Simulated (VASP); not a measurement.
# AlN (P6_3mc) in VASP: notebook

The runs below take AlN through electric field gradients, with PBEsol.

All numbers are computed with VASP 6.6.1; they aren't measurements. Logs are shortened: lines on timing, memory, paths and dates and some standing lists are left out, and cuts for length are marked.

### 1 The cell of the first run

It takes space group P6_3mc (No. 186, hexagonal). The conventional cell has a = 3.080 Å, b = 3.080 Å, c = 4.978 Å, α = 90.00°, β = 90.00°, γ = 120.00°. Within 2.5 Å of Al (site symmetry 3m) lie 4 N at 1.87 to 1.92 Å. N (site symmetry 3m) has 4 Al at 1.87 to 1.92 Å within 2.5 Å.

### 2 Electric field gradients, PBEsol (equal xx and yy strain of -1 %)

The input, INCAR:

```
ALGO     = Normal         # electronic algorithm
EDIFF    = 1E-8           # SCF threshold, eV
ENCUT    = 520            # plane-wave cutoff, eV
GGA      = PS             # functional
ISIF     = 2              # what is computed and relaxed
ISMEAR   = -1             # smearing method
LASPH    = T              # aspherical terms in the spheres
LCHARG   = F              # write CHGCAR
LEFG     = T            
LREAL    = F              # projectors in reciprocal space
LWAVE    = F              # write WAVECAR
NBANDS   = 16             # bands
NELM     = 80             # most SCF steps
PREC     = Accurate       # precision mode
SIGMA    = 0.02           # smearing width, eV
```

The input, KPOINTS:

```
k-points
0
Gamma
  11 11 6
```

The input, POSCAR:

```
AlN
1.0
    3.0798921301      0.0000000000      0.0000000000
   -1.5399460650      2.6672648256      0.0000000000
    0.0000000000      0.0000000000      4.9780000000
Al N
2 2
Direct
    0.3333333333      0.6666666667      0.0000000000
    0.6666666667      0.3333333333      0.5000000000
    0.3333333333      0.6666666667      0.3850000000
    0.6666666667      0.3333333333      0.8850000000
```

Potentials or basis: VASP PAW PBE potentials, release 64 (Al, N).

The run is started by

```bash
cat potpaw_PBE.64/Al/POTCAR potpaw_PBE.64/N/POTCAR > POTCAR
mpirun -np 1 vasp_std > vasp.out
```

OUTCAR:

```text
EDIFF = 1E-8
   ENCUT = 520
   GGA = PS
   ISIF = 2
   ISMEAR = -1
   LASPH = T
   LREAL = F
   NELM = 80
   PREC = Accurate

 ion  position               nearest neighbor table
   1  0.333  0.667  0.000-   4 1.87   4 1.87   4 1.87   3 1.92   2 3.06   2 3.06   2 3.06   2 3.06
                             2 3.06   2 3.06
   2  0.667  0.333  0.500-   3 1.87   3 1.87   3 1.87   4 1.92   1 3.06   1 3.06   1 3.06   1 3.06
                             1 3.06   1 3.06
   3  0.333  0.667  0.385-   2 1.87   2 1.87   2 1.87   1 1.92
   4  0.667  0.333  0.885-   1 1.87   1 1.87   1 1.87   2 1.92

  LATTYP: Found a hexagonal cell.
 ALAT       =     3.0798921301
 C/A-ratio  =     1.6162903731

  Lattice vectors:

 A1 = (   3.0798921301,   0.0000000000,   0.0000000000)
 A2 = (  -1.5399460650,   2.6672648256,   0.0000000000)
 A3 = (   0.0000000000,   0.0000000000,   4.9780000000)

Analysis of symmetry for initial positions (statically):
=====================================================================
 Subroutine PRICEL returns:
 Original cell was already a primitive cell.

 Routine SETGRP: Setting up the symmetry group for a
 hexagonal supercell.

 Subroutine GETGRP returns: Found 12 space group operations
 (whereof  6 operations were pure point group operations)
 out of a pool of 24 trial point group operations.

The static configuration has the point symmetry C_3v.
 The point group associated with its full space group is C_6v.

Analysis of symmetry for dynamics (positions and initial velocities):
=====================================================================
 Subroutine PRICEL returns:
 Original cell was already a primitive cell.

 Routine SETGRP: Setting up the symmetry group for a
 hexagonal supercell.

 Subroutine GETGRP returns: Found 12 space group operations
 (whereof  6 operations were pure point group operations)
 out of a pool of 24 trial point group operations.

The dynamic configuration has the point symmetry C_3v.
 The point group associated with its full space group is C_6v.

 Subroutine INISYM returns: Found 12 space group operations
 (whereof  6 operations are pure point group operations),
 and found     1 'primitive' translations

----------------------------------------------------------------------------------------

                                     Primitive cell

  volume of cell :      40.8937

  direct lattice vectors                    reciprocal lattice vectors
     3.079892130  0.000000000  0.000000000     0.324686696  0.187457951  0.000000000
    -1.539946065  2.667264826  0.000000000     0.000000000  0.374915903  0.000000000
     0.000000000  0.000000000  4.978000000     0.000000000  0.000000000  0.200883889

  length of vectors
     3.079892130  3.079892130  4.978000000     0.374915903  0.374915903  0.200883889

  position of ions in fractional coordinates (direct lattice)
     0.333333333  0.666666667  0.000000000
     0.666666667  0.333333333  0.500000000
     0.333333333  0.666666667  0.385000000
     0.666666667  0.333333333  0.885000000

  ion indices of the primitive-cell ions
   primitive index   ion index
                 1           1
                 2           2
                 3           3
                 4           4

----------------------------------------------------------------------------------------

 KPOINTS: k-points

Automatic generation of k-mesh.
 Grid dimensions read from file:
 generate k-points for:   11   11    6

 Generating k-lattice:

  Cartesian coordinates                     Fractional coordinates (reciprocal lattice)
     0.029516972  0.017041632  0.000000000     0.090909091  0.000000000  0.000000000
     0.000000000  0.034083264  0.000000000     0.000000000  0.090909091  0.000000000
     0.000000000  0.000000000  0.033480648     0.000000000  0.000000000  0.166666667

[... 40 lines left out ...]
   total plane-waves  NPLWV =  23040
   dimension x,y,z NGX =    24 NGY =   24 NGZ =   40
   dimension x,y,z NGXF=    48 NGYF=   48 NGZF=   80
   ions per type =               2   2
   NGX,Y,Z   is equivalent  to a cutoff of  12.95, 12.95, 13.36 a.u.
   NGXF,Y,Z  is equivalent  to a cutoff of  25.91, 25.91, 26.72 a.u.
 SYSTEM =  unknown system
   PREC   = accura    normal or accurate (medium, high low for compatibility)
   ISTART =      0    job   : 0-new  1-cont  2-samecut
   ICHARG =      2    charge: 1-file 2-atom 10-const
   ISPIN  =      1    spin polarized calculation?
   LNONCOLLINEAR =      F non collinear calculations
   LSORBIT =      F    spin-orbit coupling
   LASPH  =      T    aspherical Exc in radial PAW
   ENCUT  =  520.0 eV  38.22 Ry    6.18 a.u.   5.73  5.73  9.26*2*pi/ulx,y,z
   NELM   =     80;   NELMIN=  2; NELMDL= -5     # of ELM steps
   EDIFF  = 0.1E-07   stopping-criterion for ELM
   LREAL  =      F    real-space projection
   EDIFFG = 0.1E-06   stopping-criterion for IOM
   NSW    =      0    number of steps for IOM
   IBRION =     -1    ionic relax: 0-MD 1-quasi-New 2-CG
   NFREE  =      0    steps in history (QN), initial steepest desc. (CG)
   ISIF   =      2    stress and relaxation
   ISYM   =      2    0-nonsym 1-usesym 2-fastsym
   POTIM  = 0.5000    time-step for ionic-motion
   TEBEG  =    0.0;   TEEND  =   0.0 temperature during run
   PSTRESS=    0.0 pullay stress
   NELECT =      16.0000    total number of electrons
   NUPDOWN=      -1.0000    fix difference up-down
   EMIN   =  10.00;   EMAX   =-10.00  energy-range for DOS
   EFERMI =   0.00;   METHOD = LEGACY
   ISMEAR =    -1;   SIGMA  =   0.02  broadening in eV -4-tet -1-fermi 0-gaus
   EFERMI_NEDOS =   21; number of points for ismear=-14 and -15
   IALGO  =     38    algorithm
   IMIX   =      4    mixing-type and parameters
     AMIX     =   0.40;   BMIX     =  1.00
     AMIX_MAG =   1.60;   BMIX_MAG =  1.00
  volume/ion in A,a.u.               =      10.22        68.99
  Fermi-wavevector in a.u.,A,eV,Ry     =   1.197373  2.262706 19.506688  1.433701
  Thomas-Fermi vector in A             =   2.333289
   LORBIT       =      0    0 simple, 1 ext, 2 COOP (PROOUT), +10 PAW based schemes
   GGA     = PS    functional components
   LHFCALC =     F    Hartree Fock is set to
   AEXX    =    0.0000 exact exchange contribution
   IVDW    =     0    specifies the selected vdW correction
   LEPSILON=     F    determine dielectric tensor
   LRPA    =     F    only Hartree local field effects (RPA)
 non-spin polarized calculation
  energy-cutoff  :      520.00
  volume of cell :       40.89
 maximum number of plane-waves:      1110
 NGX is ok and might be reduce to    24
   NGX = 11   NGY = 11   NGZ = 19

 number of electron      15.9999997 magnetization

 Free energy of the ion-electron system (eV)
  ---------------------------------------------------
  ext. energy  EPLUGINS =         0.00000000
  ---------------------------------------------------
  free energy    TOTEN  =       -31.28743103 eV

  energy without entropy =      -31.28743103  energy(sigma->0) =      -31.28743103

 E-fermi :   6.6462     XC(G=0): -11.2001

 val. band max:        6.2864639948   @ k =   0.0000   0.0000   0.0000
 cond. band min:      10.5788108034   @ k =   0.0000   0.0000   0.0000
 fundamental gap:      4.2923468086
 Fermi energy:         6.6461524155

 k-point     1 :       0.0000    0.0000    0.0000
  band No.  band energies     occupation
      1      -9.0289      2.00000
      2      -6.8230      2.00000
      3       0.1067      2.00000
      4       5.4015      2.00000
      5       5.4015      2.00000
      6       6.0334      2.00000
[... 433 lines left out ...]
      3       1.1863      2.00000
      4       3.1747      2.00000
      5       3.5811      2.00000
      6       4.7369      2.00000
[... 8 lines left out ...]
     15      18.8110      0.00000
     16      19.8733      0.00000

 [... further k-points ...]
[... 5 lines left out ...]
  --------------------------------------------------------------------------------------
  -------------------------------------------------------------------------------------
  Total        1.8492655      1.8492655      0.1490845      0.0000000      0.0000000     -0.0000000
  in kB       72.4524897     72.4524897      5.8409915      0.0000000      0.0000000     -0.0000000
  external PRESSURE =      50.2486570 kB  Pullay stress =       0.0000000 kB

 VOLUME and BASIS-vectors are now :
 -----------------------------------------------------------------------------
  energy-cutoff  :      520.00
  volume of cell :       40.89
      direct lattice vectors                 reciprocal lattice vectors
     3.079892130  0.000000000  0.000000000     0.324686696  0.187457951  0.000000000
    -1.539946065  2.667264826  0.000000000     0.000000000  0.374915903  0.000000000
     0.000000000  0.000000000  4.978000000     0.000000000  0.000000000  0.200883889

 POSITION                                       TOTAL-FORCE (eV/Angst)
 -----------------------------------------------------------------------------------
     -0.00000      1.77818      0.00000         0.000000      0.000000      0.301442
      1.53995      0.88909      2.48900         0.000000     -0.000000      0.301442
     -0.00000      1.77818      1.91653        -0.000000     -0.000000     -0.301442
      1.53995      0.88909      4.40553         0.000000      0.000000     -0.301442
 -----------------------------------------------------------------------------------
    total drift:                                0.000000      0.000000     -0.000138

  FREE ENERGIE OF THE ION-ELECTRON SYSTEM (eV)
  ---------------------------------------------------
  free  energy   TOTEN  =       -31.2874310260 eV

  energy  without entropy=      -31.2874310260  energy(sigma->0) =      -31.28743103

 Electric field gradients (V/A^2)
---------------------------------------------------------------------
 ion       V_xx      V_yy      V_zz      V_xy      V_xz      V_yz
---------------------------------------------------------------------
   1      -5.560    -5.560    11.121     0.000    -0.000     0.000
   2      -5.560    -5.560    11.121     0.000     0.000    -0.000
   3      -1.440    -1.439     2.879     0.000    -0.000     0.000
   4      -1.440    -1.439     2.879     0.000     0.000    -0.000
---------------------------------------------------------------------

 Electric field gradients after diagonalization (V/A^2)
 (convention: |V_zz| > |V_xx| > |V_yy|)
----------------------------------------------------------------------
 ion       V_xx      V_yy      V_zz     asymmetry (V_yy - V_xx)/ V_zz
----------------------------------------------------------------------
   1      -5.560    -5.560    11.121       0.000
   2      -5.560    -5.560    11.121       0.000
   3      -1.440    -1.439     2.879       0.000
   4      -1.440    -1.439     2.879       0.000
----------------------------------------------------------------------

           NMR quadrupolar parameters

 Cq : quadrupolar parameter    Cq=e*Q*V_zz/h
 eta: asymmetry parameters     (V_yy - V_xx)/ V_zz
 Q  : nuclear electric quadrupole moment in mb (millibarn)
----------------------------------------------------------------------
 ion       Cq(MHz)       eta       Q (mb)
----------------------------------------------------------------------
   1       0.027       0.000       1.000
   2       0.027       0.000       1.000
   3       0.007       0.000       1.000
   4       0.007       0.000       1.000
----------------------------------------------------------------------
```

It took 72 s on 1 thread of Intel Xeon 8259CL, shared host; peak memory 0.17 GiB.

What came out:

```yaml
Free_energy: -31.2874 eV
Pressure: 5.0 GPa
Largest_force: 0.301 eV/Å
Band_gap_on_the_k_mesh: 4.29 eV, direct
```

Forces in eV/Å, atoms in the order of the input:
```
Al   0.000  0.000  0.301
Al   0.000  0.000  0.301
N    0.000  0.000 -0.301
N    0.000  0.000 -0.301
```

Stress tensor (GPa, compression positive):
```
7.25 0.00 0.00
0.00 7.25 0.00
0.00 0.00 0.58
```

Electric field gradients, principal values (V/Å²):
```tsv
atom	least	middle	greatest (by size)
1 Al	-5.560	-5.560	11.121
2 Al	-5.560	-5.560	11.121
3 N	-1.439	-1.440	2.879
4 N	-1.439	-1.440	2.879
```

Caveat: the cell differs from its parent crystal (equal xx and yy strain of -1 %); without QUAD_EFG the Cq values of the log hold for a quadrupole moment of 1 mb, not for the nuclei; the PAW data sets were made with another functional, which shifts forces and pressure a little. A k mesh can miss the band edges.

[end of part 1 of 2]
